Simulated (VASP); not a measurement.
# SrO: single point with PBE

The system is SrO.

```
CELL_PARAMETERS angstrom
0.00000 2.58000 2.58000
2.58000 0.00000 2.58000
2.58000 2.58000 0.00000
ATOMIC_POSITIONS crystal
Sr 0.00000 0.00000 0.00000
O 0.50000 0.50000 0.50000
```

```json
{
 "Program": "VASP 6.6.1",
 "Task": "single point",
 "Functional": "PBE",
 "Potentials or basis": "VASP PAW PBE potentials, release 64 (Sr_sv, O)",
 "Cutoff": "600 eV",
 "k mesh": "2 × 2 × 2",
 "Occupations": "gaussian, width 0.01 eV",
 "Spin": "no spin polarisation"
}
```

```
Pressure               : 2.7 GPa
Band gap on the k mesh : 3.06 eV, indirect (least direct gap 3.17 eV)
```

Levels at points of the mesh, in eV from the valence-band top:
```
           k point  band 4  band 5  band 6  band 7  band 8  band 9  band 10  band 11  band 12  band 13
(0.00, 0.00, 0.00)  -14.36  -14.36    0.00    0.00    0.00    3.75     5.95     5.95     5.95     8.09
(0.50, 0.00, 0.00)  -14.44  -13.01   -2.22   -1.15   -1.15    6.38     8.20     8.57     8.57    11.59
(0.50, 0.50, 0.00)  -14.71  -14.71   -0.49   -0.11   -0.11    3.06     7.53     9.86    10.18    10.74
```

Run time: 5.1 s on 1 thread of Intel(R) Xeon(R) Platinum 8259CL CPU @ 2.50GHz (Skylake/Cascade Lake), on a shared host, peak memory 0.16 GiB.

Caveat: the k points lie up to 1.05 Å⁻¹ apart. A k mesh can miss the band edges.
